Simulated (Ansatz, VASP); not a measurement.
# CdH2O2: VASP beside Ansatz

Contents of INCAR:

```
ALGO     = Normal         # electronic algorithm
EDIFF    = 1E-6           # SCF threshold, eV
ENCUT    = 700            # plane-wave cutoff, eV
GGA      = PS             # functional
GGA_COMPAT= False        
ISIF     = 2              # what is computed and relaxed
ISMEAR   = 0              # smearing method
LASPH    = True           # aspherical terms in the spheres
LCHARG   = False          # write CHGCAR
LREAL    = False          # projectors in reciprocal space
LWAVE    = False          # write WAVECAR
NBANDS   = 25             # bands
NELM     = 120            # most SCF steps
PREC     = Accurate       # precision mode
SIGMA    = 0.05           # smearing width, eV
```

File KPOINTS:

```
k-points
0
Gamma
  9 9 6
```

The input POSCAR:

```
CdH2O2
1.0
    3.4627930753      0.0000000000      0.0000000000
   -1.7313965376      2.9988667712      0.0000000000
    0.0000000000      0.0000000000      4.6429792900
Cd H O
1 2 2
Direct
    0.0000000000      0.0000000000      0.0000000000
    0.6666666667      0.3333333333      0.5509607200
    0.3333333333      0.6666666667      0.4490392800
    0.6666666667      0.3333333333      0.7593720000
    0.3333333333      0.6666666667      0.2406280000
```

Input for Ansatz:

```yaml
crystal:
  lattice:
    - [3.4627930753, 0.0, 0.0]
    - [-1.7313965376, 2.9988667712, 0.0]
    - [0.0, 0.0, 4.64297929]
  atoms:
    - { symbol: Cd, position: [0.0, 0.0, 0.0] }
    - { symbol: H, position: [0.6666666667, 0.3333333333, 0.55096072] }
    - { symbol: H, position: [0.3333333333, 0.6666666667, 0.44903928] }
    - { symbol: O, position: [0.6666666667, 0.3333333333, 0.759372] }
    - { symbol: O, position: [0.3333333333, 0.6666666667, 0.240628] }
basis:
  ecutwfc: 420
kpoints:
  mp_grid: { grid: [9, 9, 6] }
hamiltonian:
  xc: pbesol
scf:
  occupations: { method: gaussian, width: 0.05 }
output:
  forces: true
  stress: true
  eigenvalues: true
```

Change from the starting cell: strain -0.015 along x and y, +0.000 along z, atoms carried along.

Alike in both runs: task single point; functional PBEsol; k mesh 9 × 9 × 6; occupations gaussian, width 0.05 eV; no spin polarisation.

|  | VASP | Ansatz |
| --- | --- | --- |
| version | VASP 6.6.1 | Ansatz 0.2.0 |
| potentials or method | VASP PAW PBE potentials, release 64 (Cd_sv_GW, H, O), cutoff 700 eV | scalar-relativistic, plane waves, PAW |
| valence electrons in the cell | 34 | 34 |

VASP gave:

```
gap on the k mesh at the Fermi level (eV)                     : 1.69
least direct gap on the mesh (eV)                             : 2.01
pressure (GPa)                                                : 2.3
traceless stress, the component that is largest in VASP (GPa) : 1.29
rms of the force components (eV/Å)                            : 0.305
```

Problem. Which values does Ansatz return?

Solution. gap on the k mesh at the Fermi level (eV): 1.70; least direct gap on the mesh (eV): 2.01; pressure (GPa): 2.3; traceless stress, the component that is largest in VASP (GPa): 0.68; rms of the force components (eV/Å): 0.238.

VASP's potentials were made for PBE, not for PBEsol. Atom by atom the forces differ by 0.067 eV/Å (rms over components).
